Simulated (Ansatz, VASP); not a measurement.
One calculation of Hf, two programs

Contents of INCAR:

```
  ALGO = Normal
  EDIFF = 1E-6
  ENCUT = 520
  GGA = PE
  ISIF = 2
  ISMEAR = -1
  LASPH = T
  LCHARG = T
  LELF = T
  LREAL = F
  LVHAR = T
  LWAVE = F
  NBANDS = 11
  NELM = 60
  PREC = Accurate
  SIGMA = 0.08
```

KPOINTS

```
k-points
0
Gamma
  17 17 17
```

The input POSCAR:

```
Hf
1.0
   -1.4535096590      1.4535096590      1.4535096590
    1.4535096590     -1.4535096590      1.4535096590
    1.4535096590      1.4535096590     -1.4535096590
Hf
1
Direct
    0.0000000000      0.0000000000      0.0000000000
```

Input for Ansatz:

```yaml
crystal:
  lattice:
    - [-1.453509659, 1.453509659, 1.453509659]
    - [1.453509659, -1.453509659, 1.453509659]
    - [1.453509659, 1.453509659, -1.453509659]
  atoms:
    - { symbol: Hf, position: [0.0, 0.0, 0.0] }
kpoints:
  mp_grid: { grid: [17, 17, 17] }
scf:
  occupations: { method: fermi_dirac, width: 0.08 }
hamiltonian:
  xc: pbe
  pseudopotentials: { kind: paw, level: accurate }
output:
  forces: true
  stress: true
  eigenvalues: true
  write_density: true
  write_potential: true
  elf: true
  volumetric_format: npy
```

Alike in both runs: task single point; functional PBE; k mesh 17 × 17 × 17; occupations fermi-dirac, width 0.08 eV; no spin polarisation.

```csv
,VASP,Ansatz
version,VASP 6.6.1,Ansatz 0.2.0
potentials or method,"VASP PAW PBE potentials, release 64 (Hf_pv)","PAW with other files of Ansatz's library (level accurate), scalar-relativistic"
plane-wave cutoff (eV),520,620
valence electrons in the cell,10,26
```

VASP gave:

```
pressure (GPa) : 163.5
```

**Question.** Estimate Ansatz's values.

**Answer.** Pressure (GPa): 165.7.

Both programs put the cell under a high pressure, so it lies far from rest at this level. VASP's potentials hold 10 valence electrons a cell and Ansatz's 26, so a difference there can come from the potentials and not from the codes.

Neither program's run includes spin-orbit coupling. Noted on VASP's run: the cell as given lies far from equilibrium.
